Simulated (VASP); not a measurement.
# HfO2 (R3m) in VASP: notebook

Runs on HfO2. Level: r2SCAN. Tasks: single point.

Program: VASP 6.6.1. These are calculated values, not measurements. Logs are shortened: lines on timing, memory, paths and dates and some standing lists are left out, and cuts for length are marked.

## 1. The cell of the first run

It takes space group R3m (No. 160, trigonal). Conventional cell: a = 3.617 Å, b = 3.617 Å, c = 8.859 Å, α = 90.00°, β = 90.00°, γ = 120.00°. Within 2.7 Å of Hf (site symmetry 3m) lie 8 O at 2.01 to 2.42 Å. Within 2.9 Å of O (site symmetry 3m) lie 4 Hf at 2.15 to 2.42 Å and 6 O at 2.56 Å. O (site symmetry 3m) has 4 Hf at 2.01 to 2.29 Å and 6 O at 2.56 Å within 2.7 Å.

## 2. Single point, r2SCAN (mode 4 (202.9 1/cm) frozen in, largest displacement +0.175 Å)

File POSCAR:

```
HfO2
1.0
    0.0000000000      2.5575000000      2.5575000000
    2.5575000000      0.0000000000      2.5575000000
    2.5575000000      2.5575000000      0.0000000000
Hf O
1 2
Direct
   -0.0035411604     -0.0035411604     -0.0035411604
    0.2697529418      0.2697529418      0.2697529418
    0.7697529418      0.7697529418      0.7697529418
```

File INCAR.step1:

```
ALGO = Normal
EDIFF = 1E-4
ENCUT = 520
GGA = PE
ISMEAR = 0
LASPH = True
LCHARG = False
LREAL = False
LWAVE = True
NBANDS = 18
NELM = 80
PREC = Accurate
SIGMA = 0.05
```

File INCAR.step2:

```
ALGO = Normal
EDIFF = 1E-7
ENCUT = 520
ISIF = 2
ISMEAR = 0
ISTART = 1
LASPH = True
LCHARG = False
LMIXTAU = True
LREAL = False
LWAVE = False
METAGGA = R2SCAN
NBANDS = 18
NELM = 80
PREC = Accurate
SIGMA = 0.05
```

File KPOINTS:

```
k-points
0
Gamma
  8 8 8
```

Potentials or basis: VASP PAW PBE potentials, release 64 (Hf_pv, O).

Command:

```bash
$ cat potpaw_PBE.64/Hf_pv/POTCAR potpaw_PBE.64/O/POTCAR > POTCAR
$ cp INCAR.step1 INCAR
$ mpirun -np 1 vasp_std > vasp.out
$ cp INCAR.step2 INCAR
$ mpirun -np 1 vasp_std > vasp.out
```

OUTCAR:

```text
EDIFF = 1E-7
   ENCUT = 520
   ISIF = 2
   ISMEAR = 0
   ISTART = 1
   LASPH = True
   LREAL = False
   METAGGA = R2SCAN
   NELM = 80
   PREC = Accurate

 ion  position               nearest neighbor table
   1  0.996  0.996  0.996-   3 2.01   2 2.15   2 2.15   2 2.15   3 2.29   3 2.29   3 2.29   2 2.42

   2  0.270  0.270  0.270-   1 2.15   1 2.15   1 2.15   1 2.42
   3  0.770  0.770  0.770-   1 2.01   1 2.29   1 2.29   1 2.29

  LATTYP: Found a face centered cubic cell.
 ALAT       =     5.1150000000

  Lattice vectors:

 A1 = (   0.0000000000,   2.5575000000,   2.5575000000)
 A2 = (   2.5575000000,   0.0000000000,   2.5575000000)
 A3 = (   2.5575000000,   2.5575000000,   0.0000000000)

Analysis of symmetry for initial positions (statically):
=====================================================================
 Subroutine PRICEL returns:
 Original cell was already a primitive cell.

 Routine SETGRP: Setting up the symmetry group for a
 face centered cubic supercell.

 Subroutine GETGRP returns: Found  6 space group operations
 (whereof  6 operations were pure point group operations)
 out of a pool of 48 trial point group operations.

The static configuration has the point symmetry C_3v.

Analysis of symmetry for dynamics (positions and initial velocities):
=====================================================================
 Subroutine PRICEL returns:
 Original cell was already a primitive cell.

 Routine SETGRP: Setting up the symmetry group for a
 face centered cubic supercell.

 Subroutine GETGRP returns: Found  6 space group operations
 (whereof  6 operations were pure point group operations)
 out of a pool of 48 trial point group operations.

The dynamic configuration has the point symmetry C_3v.

 Subroutine INISYM returns: Found  6 space group operations
 (whereof  6 operations are pure point group operations),
 and found     1 'primitive' translations

----------------------------------------------------------------------------------------

                                     Primitive cell

  volume of cell :      33.4562

  direct lattice vectors                    reciprocal lattice vectors
     0.000000000  2.557500000  2.557500000    -0.195503421  0.195503421  0.195503421
[... 79 lines left out ...]
   PREC   = accura    normal or accurate (medium, high low for compatibility)
   ISTART =      1    job   : 0-new  1-cont  2-samecut
   ICHARG =      0    charge: 1-file 2-atom 10-const
   ISPIN  =      1    spin polarized calculation?
   LNONCOLLINEAR =      F non collinear calculations
   LSORBIT =      F    spin-orbit coupling
   LASPH  =      T    aspherical Exc in radial PAW
   ENCUT  =  520.0 eV  38.22 Ry    6.18 a.u.   6.72  6.72  6.72*2*pi/ulx,y,z
   NELM   =     80;   NELMIN=  2; NELMDL=  0     # of ELM steps
   EDIFF  = 0.1E-06   stopping-criterion for ELM
   LREAL  =      F    real-space projection
   EDIFFG = 0.1E-05   stopping-criterion for IOM
   NSW    =      0    number of steps for IOM
   IBRION =     -1    ionic relax: 0-MD 1-quasi-New 2-CG
   NFREE  =      0    steps in history (QN), initial steepest desc. (CG)
   ISIF   =      2    stress and relaxation
   ISYM   =      2    0-nonsym 1-usesym 2-fastsym
   POTIM  = 0.5000    time-step for ionic-motion
   TEBEG  =    0.0;   TEEND  =   0.0 temperature during run
   PSTRESS=    0.0 pullay stress
   NELECT =      22.0000    total number of electrons
   NUPDOWN=      -1.0000    fix difference up-down
   EMIN   =  10.00;   EMAX   =-10.00  energy-range for DOS
   EFERMI =   0.00;   METHOD = LEGACY
   ISMEAR =     0;   SIGMA  =   0.05  broadening in eV -4-tet -1-fermi 0-gaus
   EFERMI_NEDOS =   21; number of points for ismear=-14 and -15
   IALGO  =     38    algorithm
   IMIX   =      4    mixing-type and parameters
     AMIX     =   0.40;   BMIX     =  1.00
     AMIX_MAG =   1.60;   BMIX_MAG =  1.00
  volume/ion in A,a.u.               =      11.15        75.26
  Fermi-wavevector in a.u.,A,eV,Ry     =   1.423607  2.690227 27.574337  2.026657
  Thomas-Fermi vector in A             =   2.544186
   LORBIT       =      0    0 simple, 1 ext, 2 COOP (PROOUT), +10 PAW based schemes
   METAGGA = R2SCAN    functional components
   LHFCALC =     F    Hartree Fock is set to
   AEXX    =    0.0000 exact exchange contribution
   IVDW    =     0    specifies the selected vdW correction
   LEPSILON=     F    determine dielectric tensor
   LRPA    =     F    only Hartree local field effects (RPA)
 non-spin polarized calculation
 Gauss-broadening in eV      SIGMA  =   0.05
  energy-cutoff  :      520.00
  volume of cell :       33.46
 maximum number of plane-waves:       934
   NGX = 13   NGY = 13   NGZ = 13

 number of electron      21.9999996 magnetization

 Free energy of the ion-electron system (eV)
  ---------------------------------------------------
  ext. energy  EPLUGINS =         0.00000000
  ---------------------------------------------------
  free energy    TOTEN  =       -68.39392548 eV

  energy without entropy =      -68.39392548  energy(sigma->0) =      -68.39392548

 E-fermi :   3.9382     XC(G=0): -12.4058

 val. band max:        3.6982480821   @ k =   0.5000   0.5000   0.0000
 cond. band min:       8.0223496681   @ k =   0.5000   0.5000   0.0000
 fundamental gap:      4.3241015860
 Fermi energy:         3.9382366423

 k-point     1 :       0.0000    0.0000    0.0000
  band No.  band energies     occupation
      1     -27.0699      2.00000
      2     -27.0153      2.00000
      3     -27.0153      2.00000
      4     -15.8895      2.00000
      5     -13.1718      2.00000
      6      -1.5957      2.00000
[... 481 lines left out ...]
      5     -13.7437      2.00000
      6      -1.2458      2.00000
[... 10 lines left out ...]
     17      13.9831      0.00000
     18      16.3045      0.00000

 [... further k-points ...]
[... 5 lines left out ...]
  --------------------------------------------------------------------------------------
  -------------------------------------------------------------------------------------
  Total       -1.5627710     -1.5627710     -1.5627710      0.5301086      0.5301086      0.5301086
  in kB      -74.8391767    -74.8391767    -74.8391767     25.3862459     25.3862459     25.3862459
  external PRESSURE =     -74.8391767 kB  Pullay stress =       0.0000000 kB

 VOLUME and BASIS-vectors are now :
 -----------------------------------------------------------------------------
  energy-cutoff  :      520.00
  volume of cell :       33.46
      direct lattice vectors                 reciprocal lattice vectors
     0.000000000  2.557500000  2.557500000    -0.195503421  0.195503421  0.195503421
     2.557500000  0.000000000  2.557500000     0.195503421 -0.195503421  0.195503421
     2.557500000  2.557500000  0.000000000     0.195503421  0.195503421 -0.195503421

 POSITION                                       TOTAL-FORCE (eV/Angst)
 -----------------------------------------------------------------------------------
      5.09689      5.09689      5.09689         0.689231      0.689231      0.689231
      1.37979      1.37979      1.37979        -0.055309     -0.055309     -0.055309
      3.93729      3.93729      3.93729        -0.633923     -0.633923     -0.633923
 -----------------------------------------------------------------------------------
    total drift:                               -0.000552     -0.000552     -0.000552

  FREE ENERGIE OF THE ION-ELECTRON SYSTEM (eV)
  ---------------------------------------------------
  free  energy   TOTEN  =       -68.3939254766 eV

  energy  without entropy=      -68.3939254766  energy(sigma->0) =      -68.39392548
```

OSZICAR.step1:

```text
N       E                     dE             d eps       ncg     rms          rms(c)
DAV:   1     0.920011174964E+02    0.92001E+02   -0.12595E+04  2340   0.120E+03
DAV:   2    -0.318851288527E+02   -0.12389E+03   -0.12052E+03  3016   0.288E+02
DAV:   3    -0.358874157154E+02   -0.40023E+01   -0.39889E+01  2706   0.462E+01
DAV:   4    -0.359096904196E+02   -0.22275E-01   -0.22270E-01  2808   0.389E+00
DAV:   5    -0.359098385110E+02   -0.14809E-03   -0.14809E-03  2632   0.294E-01    0.487E+01
DAV:   6    -0.302632802963E+02    0.56466E+01   -0.20722E+01  2374   0.327E+01    0.407E+01
DAV:   7    -0.301632304353E+02    0.10005E+00   -0.71512E-01  2640   0.692E+00    0.281E+01
DAV:   8    -0.301477224244E+02    0.15508E-01   -0.27122E-01  2538   0.479E+00    0.901E+00
DAV:   9    -0.301271064017E+02    0.20616E-01   -0.55526E-02  2464   0.204E+00    0.257E+00
DAV:  10    -0.301274731649E+02   -0.36676E-03   -0.34250E-03  2590   0.449E-01    0.183E-01
DAV:  11    -0.301274660245E+02    0.71404E-05   -0.19586E-04  2610   0.110E-01
   1 F= -.30127466E+02 E0= -.30127466E+02  d E =-.484567E-19
```

Run time: 88 s. Hardware: 1 thread of Intel Xeon 6975P-C (Granite Rapids), shared host; peak memory 0.19 GiB.

Results:

| Quantity | Value |
| --- | --- |
| Free energy | -68.3939 eV |
| Pressure | -7.5 GPa |
| Largest force | 1.194 eV/Å |
| Band gap on the k mesh | 4.32 eV, direct |

Forces on the atoms (eV/Å):
```
Hf   0.689  0.689  0.689
O   -0.055 -0.055 -0.055
O   -0.634 -0.634 -0.634
```

Stress tensor (GPa, compression positive):
```
-7.48  2.54  2.54
 2.54 -7.48  2.54
 2.54  2.54 -7.48
```

Caveat: the cell differs from its parent crystal (mode 4 (202.9 1/cm) frozen in, largest displacement +0.175 Å); the PAW data sets were made with another functional, which shifts forces and pressure a little; spin-orbit coupling is left out, which moves the levels of the heavy elements.

## 3. Single point, r2SCAN (mode 4 (202.9 1/cm) frozen in, largest displacement +0.125 Å)

File POSCAR:

```
HfO2
1.0
    0.0000000000      2.5575000000      2.5575000000
    2.5575000000      0.0000000000      2.5575000000
    2.5575000000      2.5575000000      0.0000000000
Hf O
1 2
Direct
   -0.0025294003     -0.0025294003     -0.0025294003
    0.2641092441      0.2641092441      0.2641092441
    0.7641092441      0.7641092441      0.7641092441
```

File INCAR.step1:

```
SYSTEM = HfO2
  PREC = Accurate
  ENCUT = 520
  ISMEAR = 0
  SIGMA = 0.05
  LREAL = .FALSE.
  LASPH = .TRUE.
  NELM = 80
  NBANDS = 18
  GGA = PE
  ALGO = Normal
  EDIFF = 1E-4
  LWAVE = .TRUE.
  LCHARG = .FALSE.
```

File INCAR.step2:

```
SYSTEM = HfO2
  PREC = Accurate
  ENCUT = 520
  EDIFF = 1E-7
  ISMEAR = 0
  SIGMA = 0.05
  LREAL = .FALSE.
  LASPH = .TRUE.
  NELM = 80
  ALGO = Normal
  ISIF = 2
  LWAVE = .FALSE.
  LCHARG = .FALSE.
  METAGGA = R2SCAN
  LMIXTAU = .TRUE.
  NBANDS = 18
  ISTART = 1
```

File KPOINTS:

```
regular mesh
0
G
  8 8 8
  0 0 0
```

Potentials or basis: VASP PAW PBE potentials, release 64 (Hf_pv, O).

Command:

```bash
$ cat potpaw_PBE.64/Hf_pv/POTCAR potpaw_PBE.64/O/POTCAR > POTCAR
$ cp INCAR.step1 INCAR
$ mpirun -np 1 vasp_std > vasp.out
$ cp INCAR.step2 INCAR
$ mpirun -np 1 vasp_std > vasp.out
```

Wall time 77 s (1 thread of Intel Xeon 6975P-C (Granite Rapids), shared host); peak memory 0.18 GiB.

It converged, with:

```
Free energy            : -68.4487 eV
Pressure               : -9.8 GPa
Largest force          : 0.695 eV/Å
Band gap on the k mesh : 4.27 eV, direct
```

Forces on the atoms (eV/Å):
```
Hf   0.402  0.402  0.402
O   -0.059 -0.059 -0.059
O   -0.343 -0.343 -0.343
```

Stress tensor (GPa, compression positive):
```
-9.77  1.25  1.25
 1.25 -9.77  1.25
 1.25  1.25 -9.77
```

Levels at points of the mesh, in eV from the valence-band top:
| k point | band 7 | band 8 | band 9 | band 10 | band 11 | band 12 | band 13 | band 14 | band 15 | band 16 |
| --- | --- | --- | --- | --- | --- | --- | --- | --- | --- | --- |
| (0.00, 0.00, 0.00) | -5.29 | -5.21 | -0.81 | -0.81 | -0.66 | 4.56 | 4.56 | 6.19 | 10.48 | 10.59 |
| (0.50, 0.00, 0.00) | -4.23 | -3.05 | -2.70 | -1.96 | -1.95 | 5.07 | 5.08 | 7.16 | 9.48 | 9.59 |
| (0.50, 0.50, 0.50) | -4.28 | -3.15 | -2.69 | -1.89 | -1.89 | 5.05 | 5.05 | 6.80 | 9.65 | 9.65 |
| (0.50, 0.50, 0.00) | -3.59 | -3.56 | -1.67 | -1.48 | 0.00 | 4.27 | 5.84 | 6.99 | 8.27 | 8.53 |

Caveat: the cell differs from its parent crystal (mode 4 (202.9 1/cm) frozen in, largest displacement +0.125 Å); the PAW data sets were made with another functional, which shifts forces and pressure a little; spin-orbit coupling is left out, which moves the levels of the heavy elements.
